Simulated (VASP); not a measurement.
# Ag3Au (Pm-3m) in VASP: a series of runs

Ag3Au is run at these levels: LDA; tasks: single point.

All numbers are computed with VASP 6.6.1; they aren't measurements. Logs are shortened: lines on timing, memory, paths and dates and some standing lists are left out, and cuts for length are marked.

### 1 The cell of the first run

Symmetry: Pm-3m, No. 221, cubic system. The conventional cell has a = 4.010 Å, b = 4.010 Å, c = 4.010 Å, α = 90.00°, β = 90.00°, γ = 90.00°. Au (site symmetry m-3m) has 12 Ag at 2.84 Å within 3.7 Å. Ag (site symmetry 4/mmm) has 4 Au at 2.84 Å and 8 Ag at 2.84 Å within 3.7 Å.

### 2 Single point, LDA

Input file INCAR:

```
PREC = Accurate ; ENCUT = 520
EDIFF = 1E-6 ; ISMEAR = 1
SIGMA = 0.1 ; LREAL = False
LASPH = True ; NELM = 60
ALGO = Normal ; ISIF = 2
LWAVE = False ; LCHARG = False
NBANDS = 30
```

Input file KPOINTS:

```
regular mesh
0
Gamma
  6 6 6
```

Input file POSCAR:

```
Ag3Au
1.0
    4.0102634444      0.0000000000      0.0000000000
    0.0000000000      4.0102634444      0.0000000000
    0.0000000000      0.0000000000      4.0102634444
Au Ag
1 3
Direct
    0.0000000000      0.0000000000      0.0000000000
    0.0000000000      0.5000000000      0.5000000000
    0.5000000000      0.0000000000      0.5000000000
    0.5000000000      0.5000000000      0.0000000000
```

Potentials or basis: VASP PAW LDA potentials, release 64 (Au, Ag).

Started as:

```sh
$ cat potpaw_LDA.64/Au/POTCAR potpaw_LDA.64/Ag/POTCAR > POTCAR
$ mpirun -np 1 vasp_std > vasp.out
```

OUTCAR:

```text
PREC = Accurate
   ENCUT = 520
   EDIFF = 1E-6
   ISMEAR = 1
   LREAL = False
   LASPH = True
   NELM = 60
   ISIF = 2

 ion  position               nearest neighbor table
   1  0.000  0.000  0.000-   2 2.84   3 2.84   4 2.84   2 2.84   3 2.84   2 2.84   4 2.84   2 2.84
                             3 2.84   4 2.84   3 2.84   4 2.84
   2  0.000  0.500  0.500-   1 2.84   3 2.84   4 2.84   1 2.84   4 2.84   1 2.84   3 2.84   1 2.84
                             3 2.84   4 2.84   4 2.84   3 2.84
   3  0.500  0.000  0.500-   1 2.84   2 2.84   4 2.84   1 2.84   4 2.84   2 2.84   4 2.84   4 2.84
                             1 2.84   2 2.84   1 2.84   2 2.84
   4  0.500  0.500  0.000-   1 2.84   2 2.84   3 2.84   2 2.84   3 2.84   1 2.84   3 2.84   3 2.84
                             1 2.84   2 2.84   2 2.84   1 2.84

  LATTYP: Found a simple cubic cell.
 ALAT       =     4.0102634444

  Lattice vectors:

 A1 = (   4.0102634444,   0.0000000000,   0.0000000000)
 A2 = (   0.0000000000,   4.0102634444,   0.0000000000)
 A3 = (   0.0000000000,   0.0000000000,   4.0102634444)

Analysis of symmetry for initial positions (statically):
=====================================================================
 Subroutine PRICEL returns:
 Original cell was already a primitive cell.

 Routine SETGRP: Setting up the symmetry group for a
 simple cubic supercell.

 Subroutine GETGRP returns: Found 48 space group operations
[... 9 lines left out ...]

 Routine SETGRP: Setting up the symmetry group for a
 simple cubic supercell.

 Subroutine GETGRP returns: Found 48 space group operations
[... 11 lines left out ...]
                                     Primitive cell

  volume of cell :      64.4939

  direct lattice vectors                    reciprocal lattice vectors
     4.010263444  0.000000000  0.000000000     0.249360176  0.000000000  0.000000000
     0.000000000  4.010263444  0.000000000     0.000000000  0.249360176  0.000000000
     0.000000000  0.000000000  4.010263444     0.000000000  0.000000000  0.249360176

  length of vectors
     4.010263444  4.010263444  4.010263444     0.249360176  0.249360176  0.249360176

  position of ions in fractional coordinates (direct lattice)
     0.000000000  0.000000000  0.000000000
     0.000000000  0.500000000  0.500000000
     0.500000000  0.000000000  0.500000000
     0.500000000  0.500000000  0.000000000

  ion indices of the primitive-cell ions
   primitive index   ion index
                 1           1
                 2           2
[... 59 lines left out ...]
 SYSTEM =  unknown system
   PREC   = accura    normal or accurate (medium, high low for compatibility)
   ISTART =      0    job   : 0-new  1-cont  2-samecut
   ICHARG =      2    charge: 1-file 2-atom 10-const
   ISPIN  =      1    spin polarized calculation?
   LNONCOLLINEAR =      F non collinear calculations
   LSORBIT =      F    spin-orbit coupling
   LASPH  =      T    aspherical Exc in radial PAW
   ENCUT  =  520.0 eV  38.22 Ry    6.18 a.u.   7.46  7.46  7.46*2*pi/ulx,y,z
   NELM   =     60;   NELMIN=  2; NELMDL= -5     # of ELM steps
   EDIFF  = 0.1E-05   stopping-criterion for ELM
   LREAL  =      F    real-space projection
[... 7 lines left out ...]
   TEBEG  =    0.0;   TEEND  =   0.0 temperature during run
   PSTRESS=    0.0 pullay stress
   NELECT =      44.0000    total number of electrons
   NUPDOWN=      -1.0000    fix difference up-down
   EMIN   =  10.00;   EMAX   =-10.00  energy-range for DOS
   EFERMI =   0.00;   METHOD = LEGACY
   ISMEAR =     1;   SIGMA  =   0.10  broadening in eV -4-tet -1-fermi 0-gaus
   EFERMI_NEDOS =   21; number of points for ismear=-14 and -15
   IALGO  =     38    algorithm
   IMIX   =      4    mixing-type and parameters
     AMIX     =   0.40;   BMIX     =  1.00
     AMIX_MAG =   1.60;   BMIX_MAG =  1.00
  volume/ion in A,a.u.               =      16.12       108.81
  Fermi-wavevector in a.u.,A,eV,Ry     =   1.441184  2.723443 28.259462  2.077012
  Thomas-Fermi vector in A             =   2.559845
   LORBIT       =      0    0 simple, 1 ext, 2 COOP (PROOUT), +10 PAW based schemes
   GGA     = CA    functional components
   LHFCALC =     F    Hartree Fock is set to
   AEXX    =    0.0000 exact exchange contribution
   IVDW    =     0    specifies the selected vdW correction
   LEPSILON=     F    determine dielectric tensor
   LRPA    =     F    only Hartree local field effects (RPA)
 non-spin polarized calculation
 Methfessel and Paxton  Order N= 1 SIGMA  =   0.10
  energy-cutoff  :      520.00
  volume of cell :       64.49
 maximum number of plane-waves:      1755
 NGX is ok and might be reduce to    30
   NGX = 15   NGY = 15   NGZ = 15

 number of electron      43.9999971 magnetization

 Free energy of the ion-electron system (eV)
  ---------------------------------------------------
  ext. energy  EPLUGINS =         0.00000000
  ---------------------------------------------------
  free energy    TOTEN  =       -15.93848763 eV

  energy without entropy =      -15.93325763  energy(sigma->0) =      -15.93674430

 E-fermi :   9.2767     XC(G=0): -13.0161

 val. band max:        9.1189012224   @ k =   0.3333   0.3333   0.0000
 cond. band min:       9.2893890767   @ k =   0.3333   0.3333   0.1667
 fundamental gap:      0.1704878544
 Fermi energy:         9.2767253699

 k-point     1 :       0.0000    0.0000    0.0000
  band No.  band energies     occupation
      1       0.3855      2.00000
      2       2.2751      2.00000
      3       2.2751      2.00000
      4       2.3422      2.00000
      5       2.4864      2.00000
      6       2.4864      2.00000
[... 649 lines left out ...]
     29      24.2450      0.00000
     30      24.2498      0.00000

------------------------ aborting loop because EDIFF is reached ----------------------------------------

  FORCE on cell =-STRESS in cart. coord.  units (eV):
  Direction    XX          YY          ZZ          XY          YZ          ZX
  --------------------------------------------------------------------------------------
  -------------------------------------------------------------------------------------
  Total        0.0912256      0.0912256      0.0912256     -0.0000000     -0.0000000     -0.0000000
  in kB        2.2662549      2.2662549      2.2662549     -0.0000000     -0.0000000     -0.0000000
  external PRESSURE =       2.2662549 kB  Pullay stress =       0.0000000 kB

 VOLUME and BASIS-vectors are now :
 -----------------------------------------------------------------------------
  energy-cutoff  :      520.00
  volume of cell :       64.49
      direct lattice vectors                 reciprocal lattice vectors
     4.010263444  0.000000000  0.000000000     0.249360176  0.000000000  0.000000000
     0.000000000  4.010263444  0.000000000     0.000000000  0.249360176  0.000000000
     0.000000000  0.000000000  4.010263444     0.000000000  0.000000000  0.249360176

 POSITION                                       TOTAL-FORCE (eV/Angst)
 -----------------------------------------------------------------------------------
      0.00000      0.00000      0.00000         0.000000      0.000000      0.000000
      0.00000      2.00513      2.00513         0.000000      0.000000      0.000000
      2.00513      0.00000      2.00513         0.000000      0.000000      0.000000
      2.00513      2.00513      0.00000         0.000000      0.000000      0.000000
 -----------------------------------------------------------------------------------
    total drift:                                0.000000      0.000000     -0.000000

  FREE ENERGIE OF THE ION-ELECTRON SYSTEM (eV)
  ---------------------------------------------------
  free  energy   TOTEN  =       -15.9384876293 eV

  energy  without entropy=      -15.9332576278  energy(sigma->0) =      -15.93674430
```

Run time: 31 s. Hardware: 1 thread of Intel Xeon Platinum 8259CL at 2.50GHz (Skylake/Cascade Lake), shared host; peak memory 0.16 GiB.

What came out:

```
Free energy            : -15.9385 eV
Pressure               : 0.2 GPa
Band gap on the k mesh : zero (band 22 reaches 10.60 eV, above the bottom of band 23 at 8.50 eV)
```

Levels at points of the mesh, in eV from the Fermi level:
```tsv
k point	band 18	band 19	band 20	band 21	band 22	band 23	band 24	band 25	band 26	band 27
(0.00, 0.00, 0.00)	-2.60	-2.17	-2.17	-2.17	1.32	1.32	1.32	5.86	7.63	7.63
(0.50, 0.00, 0.00)	-3.58	-3.44	-3.05	-2.73	-2.18	5.97	5.97	6.29	6.47	6.47
(0.50, 0.50, 0.00)	-3.85	-3.55	-3.55	-0.84	-0.58	-0.58	0.11	9.16	9.49	9.49
(0.50, 0.50, 0.50)	-2.59	-2.54	-2.54	-0.78	-0.78	-0.78	-0.69	2.27	4.30	4.30
```

Caveat: spin-orbit coupling is left out, which moves the levels of the heavy elements.

### 3 Single point, LDA

Input file INCAR:

```
SYSTEM = Ag3Au
PREC     = Accurate       ! precision mode
ENCUT    = 520            ! plane-wave cutoff, eV
EDIFF    = 1E-7           ! SCF threshold, eV
ISMEAR   = 1              ! smearing method
SIGMA    = 0.1            ! smearing width, eV
LREAL    = .FALSE.        ! projectors in reciprocal space
LASPH    = .TRUE.         ! aspherical terms in the spheres
NELM     = 80             ! most SCF steps
ALGO     = Normal         ! electronic algorithm
ISIF     = 2              ! what is computed and relaxed
LWAVE    = .FALSE.        ! write WAVECAR
LCHARG   = .FALSE.        ! write CHGCAR
NBANDS   = 30             ! bands
```

Input file KPOINTS:

```
regular mesh
0
G
  6 6 6
  0 0 0
```

POSCAR is that of step 2.

Potentials or basis: VASP PAW LDA potentials, release 64 (Au, Ag).

Started as:

```sh
$ cat potpaw_LDA.64/Au/POTCAR potpaw_LDA.64/Ag/POTCAR > POTCAR
$ mpirun -np 1 vasp_std > vasp.out
```

Wall time 31 s (1 thread of Intel Xeon Platinum 8259CL at 2.50GHz (Skylake/Cascade Lake), shared host); peak memory 0.16 GiB.

The run converged. Its results:

```
Free energy            : -15.9385 eV
Pressure               : 0.2 GPa
Band gap on the k mesh : zero (band 22 reaches 10.60 eV, above the bottom of band 23 at 8.50 eV)
```

Levels at points of the mesh, in eV from the Fermi level:
```tsv
k point	band 18	band 19	band 20	band 21	band 22	band 23	band 24	band 25	band 26	band 27
(0.00, 0.00, 0.00)	-2.60	-2.17	-2.17	-2.17	1.32	1.32	1.32	5.86	7.63	7.63
(0.50, 0.00, 0.00)	-3.58	-3.44	-3.05	-2.73	-2.18	5.97	5.97	6.29	6.47	6.47
(0.50, 0.50, 0.00)	-3.85	-3.55	-3.55	-0.84	-0.58	-0.58	0.11	9.16	9.49	9.49
(0.50, 0.50, 0.50)	-2.59	-2.54	-2.54	-0.78	-0.78	-0.78	-0.69	2.27	4.30	4.30
```

Caveat: spin-orbit coupling is left out, which moves the levels of the heavy elements.
